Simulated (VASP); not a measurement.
WS2, a slab with vacuum:

```xyz
3
Lattice="3.2254 0.0000 0.0000 -1.6127 2.7933 0.0000 0.0000 0.0000 17.1736" Properties=species:S:1:pos:R:3 pbc="T T T"
W     0.0000    0.0000    0.0000
S     0.0000    1.8622    1.5800
S     0.0000    1.8622   15.5937
```

Base run:

| Item | Value |
| --- | --- |
| Program | VASP 6.6.1 |
| Functional | r2SCAN |
| Potentials or basis | VASP PAW PBE potentials, release 64 (W_sv, S) |
| Cutoff | 520 eV |
| k mesh | 10 × 10 × 2 |
| Occupations | fermi-dirac, width 0.05 eV |
| Spin | no spin polarisation |

Its results: band gap on the k mesh 1.98 eV, indirect (least direct gap 2.16 eV); largest force 0.681 eV/Å.

Question: The run is repeated on the same cell with these changes: functional from r2SCAN to PBE. What comes out?

Answer: Band gap on the k mesh 1.89 eV, indirect (least direct gap 2.04 eV); largest force 0.409 eV/Å.

Caveats: spin-orbit coupling is left out, which moves the levels of the heavy elements; the PAW data sets were made with another functional, which shifts forces and pressure a little (some runs).

A k mesh can miss the band edges.
